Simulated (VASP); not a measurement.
# Zn2SiN (P-3m1) in VASP: further runs

The runs below take Zn2SiN through single point, with PBE.

All numbers are computed with VASP 6.6.1; they aren't measurements. Logs are shortened: lines on timing, memory, paths and dates and some standing lists are left out, and cuts for length are marked.

### Step 1. The cell of the first run

It takes space group P-3m1 (No. 164, trigonal). Conventional cell: a = 3.309 Å, b = 3.309 Å, c = 5.408 Å, α = 90.00°, β = 90.00°, γ = 120.00°. Zn (site symmetry 3m) has 3 N at 2.34 Å and 3 Si at 2.34 Å within 3.1 Å. Within 3.1 Å of Si (site symmetry -3m) lie 6 Zn at 2.34 Å and 2 N at 2.70 Å. N (site symmetry -3m) has 6 Zn at 2.34 Å and 2 Si at 2.70 Å within 3.1 Å.

The cell was generated, and may not be a known phase.

### Step 2. Single point, PBE

Contents of INCAR:

```
SYSTEM = Zn2SiN
ALGO = Normal
EDIFF = 1E-6
ENCUT = 600
GGA = PE
GGA_COMPAT = .FALSE.
ISIF = 2
ISMEAR = 0
LASPH = .TRUE.
LCHARG = .FALSE.
LREAL = .FALSE.
LWAVE = .FALSE.
NBANDS = 24
NELM = 120
PREC = Accurate
SIGMA = 0.1
```

Contents of KPOINTS:

```
k-points
0
G
  6 6 4
  0 0 0
```

Contents of POSCAR:

```
Zn2SiN
1.0
    3.3094977800      0.0000000000      0.0000000000
   -1.6547488900      2.8661091500      0.0000000000
    0.0000000000      0.0000000000      5.4084807100
Zn Si N
2 1 1
Direct
    0.3333333300      0.6666666700      0.2490769000
    0.6666666700      0.3333333300      0.7509231000
    0.0000000000      0.0000000000      0.5000000000
    0.0000000000      0.0000000000      0.0000000000
```

Potentials or basis: VASP PAW PBE potentials, release 64 (Zn, Si, N).

The run is started by

```
$ cat potpaw_PBE.64/Zn/POTCAR potpaw_PBE.64/Si/POTCAR potpaw_PBE.64/N/POTCAR > POTCAR
$ mpirun -np 1 vasp_std > vasp.out
```

OUTCAR:

```text
SYSTEM = Zn2SiN
   EDIFF = 1E-6
   ENCUT = 600
   GGA = PE
   ISIF = 2
   ISMEAR = 0
   LASPH = .TRUE.
   LREAL = .FALSE.
   NELM = 120
   PREC = Accurate

 ion  position               nearest neighbor table
   1  0.333  0.667  0.249-   4 2.34   4 2.34   4 2.34   3 2.34   3 2.34   3 2.34
   2  0.667  0.333  0.751-   4 2.34   4 2.34   4 2.34   3 2.34   3 2.34   3 2.34
   3  0.000  0.000  0.500-   1 2.34   2 2.34   1 2.34   2 2.34   2 2.34   1 2.34
   4  0.000  0.000  0.000-   1 2.34   2 2.34   1 2.34   2 2.34   2 2.34   1 2.34

  LATTYP: Found a hexagonal cell.
 ALAT       =     3.3094977800
 C/A-ratio  =     1.6342300462

  Lattice vectors:

 A1 = (   3.3094977800,   0.0000000000,   0.0000000000)
 A2 = (  -1.6547488900,   2.8661091500,   0.0000000000)
 A3 = (   0.0000000000,   0.0000000000,   5.4084807100)

Analysis of symmetry for initial positions (statically):
=====================================================================
 Subroutine PRICEL returns:
 Original cell was already a primitive cell.

 Routine SETGRP: Setting up the symmetry group for a
 hexagonal supercell.

 Subroutine GETGRP returns: Found 12 space group operations
 (whereof 12 operations were pure point group operations)
 out of a pool of 24 trial point group operations.

The static configuration has the point symmetry D_3d.

Analysis of symmetry for dynamics (positions and initial velocities):
=====================================================================
 Subroutine PRICEL returns:
 Original cell was already a primitive cell.

 Routine SETGRP: Setting up the symmetry group for a
 hexagonal supercell.

 Subroutine GETGRP returns: Found 12 space group operations
 (whereof 12 operations were pure point group operations)
 out of a pool of 24 trial point group operations.

The dynamic configuration has the point symmetry D_3d.

 Subroutine INISYM returns: Found 12 space group operations
 (whereof 12 operations are pure point group operations),
 and found     1 'primitive' translations

----------------------------------------------------------------------------------------

                                     Primitive cell

  volume of cell :      51.3015

  direct lattice vectors                    reciprocal lattice vectors
     3.309497780  0.000000000  0.000000000     0.302160650  0.174452533  0.000000000
    -1.654748890  2.866109150  0.000000000     0.000000000  0.348905065  0.000000000
     0.000000000  0.000000000  5.408480710     0.000000000  0.000000000  0.184894808

  length of vectors
     3.309497780  3.309497779  5.408480710     0.348905065  0.348905065  0.184894808

  position of ions in fractional coordinates (direct lattice)
     0.333333330  0.666666670  0.249076900
     0.666666670  0.333333330  0.750923100
     0.000000000  0.000000000  0.500000000
     0.000000000  0.000000000  0.000000000

  ion indices of the primitive-cell ions
   primitive index   ion index
                 1           1
                 2           2
                 3           3
                 4           4

----------------------------------------------------------------------------------------

 KPOINTS: k-points

Automatic generation of k-mesh.
 Grid dimensions read from file:
 generate k-points for:    6    6    4

 Generating k-lattice:

  Cartesian coordinates                     Fractional coordinates (reciprocal lattice)
     0.050360108  0.029075422  0.000000000     0.166666667 -0.000000000  0.000000000
     0.000000000  0.058150844  0.000000000     0.000000000  0.166666667  0.000000000
     0.000000000  0.000000000  0.046223702     0.000000000  0.000000000  0.250000000

  Length of vectors
     0.058150844  0.058150844  0.046223702

  Shift w.r.t. Gamma in fractional coordinates (k-lattice)
     0.000000000  0.000000000  0.000000000

 Subroutine IBZKPT returns following result:
 ===========================================

 Found     24 irreducible k-points:

 Following reciprocal coordinates:
            Coordinates               Weight
  0.000000  0.000000  0.000000      1.000000
  0.166667  0.000000  0.000000      6.000000
  0.333333 -0.000000  0.000000      6.000000
  0.500000 -0.000000  0.000000      3.000000
  0.166667  0.166667  0.000000      6.000000
  0.333333  0.166667  0.000000     12.000000
[... 16 lines left out ...]
  0.333333  0.166667  0.500000     12.000000
  0.333333  0.333333  0.500000      2.000000
   k-points           NKPTS =     24   k-points in BZ     NKDIM =     24   number of bands    NBANDS=     24
   number of dos      NEDOS =    301   number of ions     NIONS =      4
   total plane-waves  NPLWV =  37632
   dimension x,y,z NGX =    28 NGY =   28 NGZ =   48
   dimension x,y,z NGXF=    56 NGYF=   56 NGZF=   96
   ions per type =               2   1   1
   NGX,Y,Z   is equivalent  to a cutoff of  14.07, 14.07, 14.75 a.u.
   NGXF,Y,Z  is equivalent  to a cutoff of  28.13, 28.13, 29.51 a.u.
 SYSTEM =  Zn2SiN
   PREC   = accura    normal or accurate (medium, high low for compatibility)
   ISTART =      0    job   : 0-new  1-cont  2-samecut
   ICHARG =      2    charge: 1-file 2-atom 10-const
   ISPIN  =      1    spin polarized calculation?
   LNONCOLLINEAR =      F non collinear calculations
   LSORBIT =      F    spin-orbit coupling
   LASPH  =      T    aspherical Exc in radial PAW
   ENCUT  =  600.0 eV  44.10 Ry    6.64 a.u.   6.61  6.61 10.80*2*pi/ulx,y,z
   NELM   =    120;   NELMIN=  2; NELMDL= -5     # of ELM steps
   EDIFF  = 0.1E-05   stopping-criterion for ELM
   LREAL  =      F    real-space projection
   EDIFFG = 0.1E-04   stopping-criterion for IOM
   NSW    =      0    number of steps for IOM
   IBRION =     -1    ionic relax: 0-MD 1-quasi-New 2-CG
   NFREE  =      0    steps in history (QN), initial steepest desc. (CG)
   ISIF   =      2    stress and relaxation
   ISYM   =      2    0-nonsym 1-usesym 2-fastsym
   POTIM  = 0.5000    time-step for ionic-motion
   TEBEG  =    0.0;   TEEND  =   0.0 temperature during run
   PSTRESS=    0.0 pullay stress
   NELECT =      33.0000    total number of electrons
   NUPDOWN=      -1.0000    fix difference up-down
   EMIN   =  10.00;   EMAX   =-10.00  energy-range for DOS
   EFERMI =   0.00;   METHOD = LEGACY
   ISMEAR =     0;   SIGMA  =   0.10  broadening in eV -4-tet -1-fermi 0-gaus
   EFERMI_NEDOS =   21; number of points for ismear=-14 and -15
   IALGO  =     38    algorithm
   IMIX   =      4    mixing-type and parameters
     AMIX     =   0.40;   BMIX     =  1.00
     AMIX_MAG =   1.60;   BMIX_MAG =  1.00
  volume/ion in A,a.u.               =      12.83        86.55
  Fermi-wavevector in a.u.,A,eV,Ry     =   1.413197  2.670556 27.172554  1.997126
  Thomas-Fermi vector in A             =   2.534868
   LORBIT       =      0    0 simple, 1 ext, 2 COOP (PROOUT), +10 PAW based schemes
   GGA     = PE    functional components
   LHFCALC =     F    Hartree Fock is set to
   AEXX    =    0.0000 exact exchange contribution
   IVDW    =     0    specifies the selected vdW correction
   LEPSILON=     F    determine dielectric tensor
   LRPA    =     F    only Hartree local field effects (RPA)
 non-spin polarized calculation
 Gauss-broadening in eV      SIGMA  =   0.10
  energy-cutoff  :      600.00
  volume of cell :       51.30
 maximum number of plane-waves:      1761
 NGX is ok and might be reduce to    28
   NGX = 13   NGY = 13   NGZ = 21

 number of electron      32.9999999 magnetization

 Free energy of the ion-electron system (eV)
  ---------------------------------------------------
  ext. energy  EPLUGINS =         0.00000000
  ---------------------------------------------------
  free energy    TOTEN  =       -12.66161533 eV

  energy without entropy =      -12.65281295  energy(sigma->0) =      -12.65721414

 E-fermi :   4.7810     XC(G=0): -11.5218

 val. band max:        4.7573905680   @ k =   0.3333   0.1667   0.0000
 cond. band min:       4.9051314824   @ k =   0.0000   0.1667   0.2500
 fundamental gap:      0.1477409144
 Fermi energy:         4.7809655699

 k-point     1 :       0.0000    0.0000    0.0000
  band No.  band energies     occupation
      1      -9.5671      2.00000
      2      -5.7823      2.00000
      3      -3.4171      2.00000
      4      -2.5954      2.00000
      5      -2.5954      2.00000
      6      -2.4373      2.00000
[... 16 lines left out ...]
     23      14.3448      0.00000
     24      16.0821      0.00000

 k-point     2 :       0.1667    0.0000    0.0000
  band No.  band energies     occupation
      1      -9.2927      2.00000
      2      -5.5369      2.00000
      3      -3.1794      2.00000
      4      -2.6950      2.00000
      5      -2.5372      2.00000
      6      -2.4727      2.00000
[... 16 lines left out ...]
     23      14.4948      0.00000
     24      14.7812      0.00000

 k-point     3 :       0.3333   -0.0000    0.0000
  band No.  band energies     occupation
      1      -8.6777      2.00000
      2      -4.8458      2.00000
      3      -3.0280      2.00000
      4      -2.7621      2.00000
      5      -2.6380      2.00000
      6      -2.5550      2.00000
[... 16 lines left out ...]
     23      13.4107      0.00000
     24      15.2322      0.00000

 k-point     4 :       0.5000   -0.0000    0.0000
  band No.  band energies     occupation
      1      -8.3302      2.00000
      2      -4.1909      2.00000
      3      -3.2690      2.00000
      4      -2.7494      2.00000
      5      -2.6930      2.00000
      6      -2.5307      2.00000
[... 16 lines left out ...]
     23      13.3556      0.00000
     24      15.0330      0.00000

 k-point     5 :       0.1667    0.1667    0.0000
  band No.  band energies     occupation
      1      -8.8442      2.00000
      2      -5.0626      2.00000
      3      -2.9044      2.00000
      4      -2.8280      2.00000
      5      -2.6525      2.00000
      6      -2.4945      2.00000
[... 16 lines left out ...]
     23      13.6164      0.00000
     24      13.9256      0.00000

 k-point     6 :       0.3333    0.1667    0.0000
  band No.  band energies     occupation
      1      -8.3481      2.00000
      2      -4.2875      2.00000
      3      -3.0164      2.00000
      4      -2.7579      2.00000
      5      -2.7279      2.00000
      6      -2.5213      2.00000
[... 16 lines left out ...]
     23      13.1725      0.00000
     24      16.2609      0.00000
[... 379 lines left out ...]
 k-point    21 :       0.5000   -0.0000    0.5000
  band No.  band energies     occupation
      1      -8.2529      2.00000
      2      -4.5623      2.00000
      3      -2.8941      2.00000
      4      -2.7270      2.00000
      5      -2.6183      2.00000
      6      -2.5232      2.00000
[... 16 lines left out ...]
     23      12.9769      0.00000
     24      15.1648      0.00000

 k-point    22 :       0.1667    0.1667    0.5000
  band No.  band energies     occupation
      1      -8.6522      2.00000
      2      -5.7735      2.00000
      3      -2.7481      2.00000
      4      -2.6705      2.00000
      5      -2.5334      2.00000
      6      -2.5148      2.00000
[... 16 lines left out ...]
     23      13.2277      0.00000
     24      13.6576      0.00000

 k-point    23 :       0.3333    0.1667    0.5000
  band No.  band energies     occupation
      1      -8.2609      2.00000
      2      -4.6463      2.00000
      3      -2.9239      2.00000
      4      -2.7694      2.00000
      5      -2.5792      2.00000
      6      -2.5367      2.00000
[... 16 lines left out ...]
     23      13.7561      0.00000
     24      15.0195      0.00000

 k-point    24 :       0.3333    0.3333    0.5000
  band No.  band energies     occupation
      1      -8.1272      2.00000
      2      -4.2160      2.00000
      3      -2.9631      2.00000
      4      -2.9631      2.00000
      5      -2.5627      2.00000
      6      -2.4818      2.00000
[... 16 lines left out ...]
     23      15.6570      0.00000
     24      15.6570      0.00000

------------------------ aborting loop because EDIFF is reached ----------------------------------------

  FORCE on cell =-STRESS in cart. coord.  units (eV):
  Direction    XX          YY          ZZ          XY          YZ          ZX
  --------------------------------------------------------------------------------------
  -------------------------------------------------------------------------------------
  Total        4.5303705      4.5303705      0.9731661      0.0000000      0.0000000      0.0000000
  in kB      141.4862388    141.4862387     30.3925719      0.0000000      0.0000000      0.0000000
  external PRESSURE =     104.4550165 kB  Pullay stress =       0.0000000 kB

 VOLUME and BASIS-vectors are now :
 -----------------------------------------------------------------------------
  energy-cutoff  :      600.00
  volume of cell :       51.30
      direct lattice vectors                 reciprocal lattice vectors
     3.309497780  0.000000000  0.000000000     0.302160650  0.174452533  0.000000000
    -1.654748890  2.866109150  0.000000000     0.000000000  0.348905065  0.000000000
     0.000000000  0.000000000  5.408480710     0.000000000  0.000000000  0.184894808

 POSITION                                       TOTAL-FORCE (eV/Angst)
 -----------------------------------------------------------------------------------
     -0.00000      1.91074      1.34713         0.000000     -0.000000     -3.608859
      1.65475      0.95537      4.06135        -0.000000      0.000000      3.608859
      0.00000      0.00000      2.70424        -0.000000      0.000000      0.000000
      0.00000      0.00000      0.00000        -0.000000      0.000000      0.000000
 -----------------------------------------------------------------------------------
    total drift:                                0.000000      0.000000      0.000000

  FREE ENERGIE OF THE ION-ELECTRON SYSTEM (eV)
  ---------------------------------------------------
  free  energy   TOTEN  =       -12.6616153286 eV

  energy  without entropy=      -12.6528129498  energy(sigma->0) =      -12.65721414
```

Run time: 18 s. Hardware: 1 thread of Intel Xeon 6975P-C (Granite Rapids), shared host; peak memory 0.19 GiB.

Results:

| Property | Result |
| --- | --- |
| Free energy | -12.6616 eV |
| Pressure | 10.4 GPa |
| Largest force | 3.609 eV/Å |
| Band gap on the k mesh | zero (an odd number of electrons rules out a gap without spin polarisation) |

Forces on the atoms (eV/Å):
```
Zn   0.000  0.000 -3.609
Zn   0.000  0.000  3.609
Si   0.000  0.000  0.000
N    0.000  0.000  0.000
```

Levels at points of the mesh, in eV from the Fermi level:
| k point | band 14 | band 15 | band 16 | band 17 | band 18 | band 19 |
| --- | --- | --- | --- | --- | --- | --- |
| (0.00, 0.00, 0.00) | -0.17 | -0.17 | 1.46 | 2.51 | 4.09 | 4.09 |
| (0.50, 0.00, 0.00) | -3.98 | -2.99 | -1.64 | -0.17 | 2.09 | 3.29 |
| (0.00, 0.00, 0.50) | -2.28 | -0.15 | -0.15 | 3.77 | 3.77 | 4.27 |
| (0.50, 0.00, 0.50) | -4.81 | -1.09 | -0.69 | -0.51 | 0.93 | 2.64 |

Caveat: the k points lie up to 0.37 Å⁻¹ apart, too coarse for converged energies and pressures of a metal; an odd number of electrons without spin polarisation forces a metal; a magnetic or distorted state may lie lower.

### Step 3. Single point, PBE

This run uses another cell than the first one, of 13.39 Å³/atom.

Contents of INCAR:

```
PREC = Accurate
ENCUT = 600
EDIFF = 1E-6
ISMEAR = 0
SIGMA = 0.1
LREAL = False
LASPH = True
NELM = 120
ALGO = Normal
ISIF = 2
LWAVE = False
LCHARG = True
GGA = PE
LELF = True
LVHAR = True
NBANDS = 24
GGA_COMPAT = False
```

Contents of KPOINTS:

```
Automatic mesh
0
Gamma
  6 6 4
```

Contents of POSCAR:

```
Zn2SiN
1.0
    3.0826238993      0.0000000000      0.0000000000
   -1.5413119497      2.6696306071      0.0000000000
    0.0000000000      0.0000000000      6.5065754719
Zn Si N
2 1 1
Direct
    0.3333333333      0.6666666667      0.1734491185
    0.6666666667      0.3333333333      0.8265508815
    0.0000000000      0.0000000000      0.5000000000
    0.0000000000      0.0000000000      0.0000000000
```

Potentials or basis: VASP PAW PBE potentials, release 64 (Zn, Si, N).

The run is started by

```
$ cat potpaw_PBE.64/Zn/POTCAR potpaw_PBE.64/Si/POTCAR potpaw_PBE.64/N/POTCAR > POTCAR
$ mpirun -np 1 vasp_std > vasp.out
```

Wall time 31 s (1 thread of Intel Xeon 6975P-C (Granite Rapids), shared host); peak memory 0.2 GiB.

Results (log left out):

| Quantity | Value |
| --- | --- |
| Free energy | -14.1202 eV |
| Pressure | 0.4 GPa |
| Largest force | 0.047 eV/Å |
| Band gap on the k mesh | zero (an odd number of electrons rules out a gap without spin polarisation) |

Forces on the atoms (eV/Å):
```
Zn   0.000  0.000  0.047
Zn   0.000  0.000 -0.047
Si   0.000  0.000  0.000
N    0.000  0.000  0.000
```

Stress tensor (GPa, compression positive):
```
0.29 0.00 0.00
0.00 0.29 0.00
0.00 0.00 0.52
```

Levels at points of the mesh, in eV from the Fermi level:
```csv
k point,band 13,band 14,band 15,band 16,band 17,band 18,band 19,band 20
"(0.00, 0.00, 0.00)",-6.30,-0.85,0.02,0.02,0.61,6.06,6.06,6.19
"(0.50, 0.00, 0.00)",-5.16,-4.13,-3.48,-1.34,-0.45,1.47,3.24,4.30
"(0.00, 0.00, 0.50)",-5.28,-3.72,0.02,0.02,3.70,4.15,6.00,6.00
"(0.50, 0.00, 0.50)",-4.98,-4.65,-2.11,-1.27,-0.63,1.41,2.97,3.56
```

Caveat: the k points lie up to 0.39 Å⁻¹ apart, too coarse for converged energies and pressures of a metal; an odd number of electrons without spin polarisation forces a metal; a magnetic or distorted state may lie lower.

The gap in the log of VASP goes by the Fermi energy; the results here count the filled bands.